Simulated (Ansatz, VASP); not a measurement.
**HfB in VASP and in Ansatz**

```
CELL_PARAMETERS angstrom
0.00000 2.31000 2.31000
2.31000 0.00000 2.31000
2.31000 2.31000 0.00000
ATOMIC_POSITIONS crystal
Hf 0.50000 0.50000 0.50000
B 0.00000 0.00000 0.00000
```

Alike in both runs: task relaxation of cell and atoms; functional r2SCAN; k mesh 10 × 10 × 10; occupations fermi-dirac, width 0.05 eV; no spin polarisation; Hubbard terms Hf d U = 3.0 eV.

|  | VASP | Ansatz |
| --- | --- | --- |
| version | VASP 6.6.1 | Ansatz 0.2.0 |
| potentials or method | VASP PAW PBE potentials, release 64 (Hf_pv, B) | Ansatz PAW |
| plane-wave cutoff (eV) | 600 | 500 |
| valence electrons in the cell | 13 | 29 |

|  | VASP | Ansatz | Ansatz less VASP |
| --- | --- | --- | --- |
| gap on the k mesh at the Fermi level, each at its own relaxed structure (eV) | none | none | - |
| relaxed volume (Å³/atom) | 14.70 | 14.45 | -0.246 |
| relaxed length of the cell vector where the two differ most in proportion (Å) | 3.464 | 3.445 | -0.0194 |

VASP's potentials were made for PBE, not for r2SCAN. The programs project onto different local orbitals, so the same U acts differently, and such runs can settle in different states. A gap of «none» marks a metal or a gap that the smearing closes. VASP's potentials hold 13 valence electrons a cell and Ansatz's 29, so a difference there can come from the potentials and not from the codes.

Spin-orbit coupling is off throughout. Noted on VASP's run: the volume moved by over 15 % at a fixed basis, so the end points are rough. Noted on Ansatz's run: the volume moved by over 15 % at a fixed basis, so the end points are rough; the plane-wave basis is chosen anew once the cell has moved, so the energies of steps on either side of that aren't comparable.
